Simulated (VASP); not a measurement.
A run of VASP 6.6.1 is set up as follows.

POSCAR

```
As
1.0
    1.8681737204      1.0785906003      3.4904769752
   -1.8681737204      1.0785906003      3.4904769752
    0.0000000000     -2.1571812007      3.4904769752
As
2
Direct
    0.2260000000      0.2260000000      0.2260000000
    0.7740000000      0.7740000000      0.7740000000
```

The input INCAR.step1:

```
PREC = Accurate
ENCUT = 660
ISMEAR = -1
SIGMA = 0.05
LREAL = F
LASPH = T
NELM = 120
NBANDS = 22
GGA = PE
ALGO = Normal
EDIFF = 1E-5
LWAVE = T
LCHARG = F
GGA_COMPAT = F
```

The input INCAR.step2:

```
PREC = Accurate
ENCUT = 660
EDIFF = 1E-6
ISMEAR = -1
SIGMA = 0.05
LREAL = F
LASPH = T
NELM = 120
ALGO = Normal
ISIF = 2
LWAVE = F
LCHARG = F
METAGGA = R2SCAN
LMIXTAU = T
NBANDS = 22
ISTART = 1
GGA_COMPAT = F
```

File KPOINTS:

```
Automatic mesh
0
Gamma
  9 9 9
```

Potentials or basis: VASP PAW PBE potentials, release 64 (As_d).

The run is started by

```sh
$ cat potpaw_PBE.64/As_d/POTCAR > POTCAR
$ cp INCAR.step1 INCAR
$ mpirun -np 1 vasp_std > vasp.out
$ cp INCAR.step2 INCAR
$ mpirun -np 1 vasp_std > vasp.out
```

**Question.** What does it give for the pressure?

**Answer.** 3.6 GPa.

**Question.** Predict the largest force.

**Answer.** 0.313 eV/Å.

Stress tensor (GPa, compression positive):
```
3.65 0.00 0.00
0.00 3.65 0.00
0.00 0.00 3.49
```

Caveat: the cell stands under pressure; the PAW data sets were made with another functional, which shifts forces and pressure a little.
